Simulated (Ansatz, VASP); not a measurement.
**W3O: VASP beside Ansatz**

The input INCAR:

```
PREC     = Accurate       # precision mode
ENCUT    = 520            # plane-wave cutoff, eV
EDIFF    = 1E-6           # SCF threshold, eV
ISMEAR   = 0              # smearing method
SIGMA    = 0.15           # smearing width, eV
LREAL    = F              # projectors in reciprocal space
LASPH    = T              # aspherical terms in the spheres
NELM     = 80             # most SCF steps
ALGO     = Normal         # electronic algorithm
ISIF     = 2              # what is computed and relaxed
LWAVE    = F              # write WAVECAR
LCHARG   = F              # write CHGCAR
GGA      = PE             # functional
NBANDS   = 58             # bands
```

KPOINTS

```
Automatic mesh
0
Gamma
  8 8 8
```

The input POSCAR:

```
W3O
1.0
    4.8845028662      0.0000000000      0.0000000000
    0.0000000000      4.8845028662      0.0000000000
    0.0000000000      0.0000000000      4.8845028662
W O
6 2
Direct
    0.5000000000      0.7576773422      0.0000000000
    0.0000000000      0.5076773422      0.7500000000
    0.2500000000      0.0076773422      0.5000000000
    0.5000000000      0.2576773422      0.0000000000
    0.0000000000      0.5076773422      0.2500000000
    0.7500000000      0.0076773422      0.5000000000
    0.5000000000      0.5000000000      0.5000000000
    0.0000000000      0.0000000000      0.0000000000
```

Input for Ansatz:

```yaml
crystal:
  lattice:
    - [4.8845028662, 0.0, 0.0]
    - [0.0, 4.8845028662, 0.0]
    - [0.0, 0.0, 4.8845028662]
  atoms:
    - { symbol: W, position: [0.5, 0.7576773422, 0.0] }
    - { symbol: W, position: [0.0, 0.5076773422, 0.75] }
    - { symbol: W, position: [0.25, 0.0076773422, 0.5] }
    - { symbol: W, position: [0.5, 0.2576773422, 0.0] }
    - { symbol: W, position: [0.0, 0.5076773422, 0.25] }
    - { symbol: W, position: [0.75, 0.0076773422, 0.5] }
    - { symbol: O, position: [0.5, 0.5, 0.5] }
    - { symbol: O, position: [0.0, 0.0, 0.0] }
basis:
  ecutwfc: 420
kpoints:
  mp_grid: { grid: [8, 8, 8] }
hamiltonian:
  xc: pbe
scf:
  occupations: { method: gaussian, width: 0.15 }
output:
  forces: true
  stress: true
  eigenvalues: true
```

Change from the starting cell: all W atoms moved +0.037 Å, as atom 1 along Cartesian [0 1 0].

Alike in both runs: task single point; functional PBE; k mesh 8 × 8 × 8; occupations gaussian, width 0.15 eV; no spin polarisation.

|  | VASP | Ansatz |
| --- | --- | --- |
| version | VASP 6.6.1 | Ansatz 0.2.0 |
| potentials or method | VASP PAW PBE potentials, release 64 (W_sv, O), cutoff 520 eV | scalar-relativistic, plane waves, PAW |
| valence electrons in the cell | 96 | 96 |

```csv
,VASP,Ansatz,Ansatz less VASP
gap on the k mesh at the Fermi level (eV),none,none,-
pressure (GPa),0.8,0.0,-0.78
rms of the force components (eV/Å),0.052,0.053,+0.0014
```

Atom by atom the forces differ by 0.001 eV/Å (rms over components). A gap of «none» marks a metal or a gap that the smearing closes. With one functional, cell and mesh, what is left measures potentials, basis and numerics.

Spin-orbit coupling is off throughout.
